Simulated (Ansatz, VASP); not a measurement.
## One calculation of ZnCu, two programs

```
Zn Cu
1.0
     2.94500    0.00000    0.00000
     0.00000    2.94500    0.00000
     0.00000    0.00000    2.94500
Zn Cu
1 1
Direct
  0.50000 0.50000 0.50000
  0.98530 0.98530 0.98530
```

Change from the starting cell: all Cu atoms moved +0.075 Å, as atom 2 towards its neighbour atom 1 (Zn) at 2.550 Å.

Alike in both runs: task single point; functional PBEsol; k mesh 16 × 16 × 16; occupations gaussian, width 0.15 eV; no spin polarisation.

```csv
,VASP,Ansatz
version,VASP 6.6.1,Ansatz 0.2.0
potentials or method,"VASP PAW PBE potentials, release 64 (Zn, Cu), cutoff 520 eV","scalar-relativistic, plane waves, PAW"
valence electrons in the cell,23,31
```

```tsv
	VASP	Ansatz	Ansatz less VASP
gap on the k mesh at the Fermi level (eV)	none	none	-
pressure (GPa)	-3.3	-4.4	-1.05
traceless stress, the component that is largest in VASP (GPa)	0.21	0.21	-0.003
rms of the force components (eV/Å)	0.198	0.195	-0.0032
```

VASP's potentials were made for PBE, not for PBEsol. Atom by atom the forces differ by 0.003 eV/Å (rms over components). A gap of «none» marks a metal or a gap that the smearing closes. VASP's potentials hold 23 valence electrons a cell and Ansatz's 31, so a difference there can come from the potentials and not from the codes.
